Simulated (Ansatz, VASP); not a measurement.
**Two plane-wave programs on KTaO3**

Contents of INCAR:

```
PREC     = Accurate       # precision mode
ENCUT    = 520            # plane-wave cutoff, eV
EDIFF    = 1E-7           # SCF threshold, eV
ISMEAR   = 0              # smearing method
SIGMA    = 0.05           # smearing width, eV
LREAL    = False          # projectors in reciprocal space
LASPH    = True           # aspherical terms in the spheres
NELM     = 60             # most SCF steps
ALGO     = Normal         # electronic algorithm
ISIF     = 2              # what is computed and relaxed
LWAVE    = False          # write WAVECAR
LCHARG   = False          # write CHGCAR
GGA      = PE             # functional
NBANDS   = 27             # bands
```

File KPOINTS:

```
regular mesh
0
Gamma
  8 8 8
```

POSCAR

```
KTaO3
1.0
    3.8368901657      0.0000000000      0.0000000000
    0.0000000000      3.9310716720      0.0000000000
    0.0000000000      0.0000000000      4.0248506931
K Ta O
1 1 3
Direct
    0.5000000000      0.5000000000      0.5000000000
    0.0000000000      0.0000000000      0.0000000000
    0.5000000000      0.0000000000      0.0000000000
    0.0000000000      0.5000000000      0.0000000000
    0.0000000000      0.0000000000      0.5000000000
```

Input for Ansatz:

```yaml
crystal:
  lattice:
    - [3.8368901657, 0.0, 0.0]
    - [0.0, 3.931071672, 0.0]
    - [0.0, 0.0, 4.0248506931]
  atoms:
    - { symbol: K, position: [0.5, 0.5, 0.5] }
    - { symbol: Ta, position: [0.0, 0.0, 0.0] }
    - { symbol: O, position: [0.5, 0.0, 0.0] }
    - { symbol: O, position: [0.0, 0.5, 0.0] }
    - { symbol: O, position: [0.0, 0.0, 0.5] }
basis:
  ecutwfc: 520.0
kpoints:
  mp_grid: { grid: [8, 8, 8] }
hamiltonian:
  xc: pbe
scf:
  occupations: { method: gaussian, width: 0.05 }
output:
  forces: true
  stress: true
  eigenvalues: true
```

Change from the starting cell: normal strain along x -0.0467, normal strain along y -0.0233.

Alike in both runs: task single point; functional PBE; k mesh 8 × 8 × 8; occupations gaussian, width 0.05 eV; no spin polarisation.

|  | VASP | Ansatz |
| --- | --- | --- |
| version | VASP 6.6.1 | Ansatz 0.2.0 |
| potentials or method | VASP PAW PBE potentials, release 64 (K_sv, Ta_pv, O), cutoff 520 eV | scalar-relativistic, plane waves, PAW |
| valence electrons in the cell | 38 | 40 |

Ansatz gave:

```
gap on the k mesh at the Fermi level (eV)                     : 2.25
least direct gap on the mesh (eV)                             : 2.81
pressure (GPa)                                                : 16.4
traceless stress, the component that is largest in VASP (GPa) : 11.22
```

**Question.** What did VASP give for the same quantities?

**Answer.** gap on the k mesh at the Fermi level (eV): 2.20; least direct gap on the mesh (eV): 2.77; pressure (GPa): 17.3; traceless stress, the component that is largest in VASP (GPa): 11.44.

VASP's potentials hold 38 valence electrons a cell and Ansatz's 40, so a difference there can come from the potentials and not from the codes.

Neither program's run includes spin-orbit coupling.
